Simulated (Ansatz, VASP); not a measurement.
# Two plane-wave programs on Te2Mo

```
CELL_PARAMETERS angstrom
3.50388 0.00000 0.00000
-1.75194 3.03445 0.00000
0.00000 0.00000 24.76772
ATOMIC_POSITIONS crystal
Te 0.33333 0.66667 0.18169
Te 0.33333 0.66667 0.32841
Te 0.66667 0.83333 0.47497
Te 0.66667 0.83333 0.62168
Mo 0.66667 0.33333 0.25505
Mo 0.33333 0.16667 0.54833
```

Alike in both runs: task single point; functional PBE; dispersion D3(BJ); k mesh 9 × 9 × 1; occupations gaussian, width 0.05 eV; no spin polarisation.

|  | VASP | Ansatz |
| --- | --- | --- |
| version | VASP 6.6.1 | Ansatz 0.2.0 |
| potentials or method | VASP PAW PBE potentials, release 64 (Te, Mo_sv), cutoff 520 eV | scalar-relativistic, plane waves, PAW |
| valence electrons in the cell | 52 | 92 |

```tsv
	VASP	Ansatz	Ansatz less VASP
gap on the k mesh at the Fermi level (eV)	1.11	1.11	-0.004
least direct gap on the mesh (eV)	1.17	1.17	0.000
rms of the force components (eV/Å)	0.028	0.031	+0.0030
```

VASP's potentials hold 52 valence electrons a cell and Ansatz's 92, so a difference there can come from the potentials and not from the codes. Ansatz's warnings: xc potential rough in thin density.

Spin-orbit coupling is off throughout.
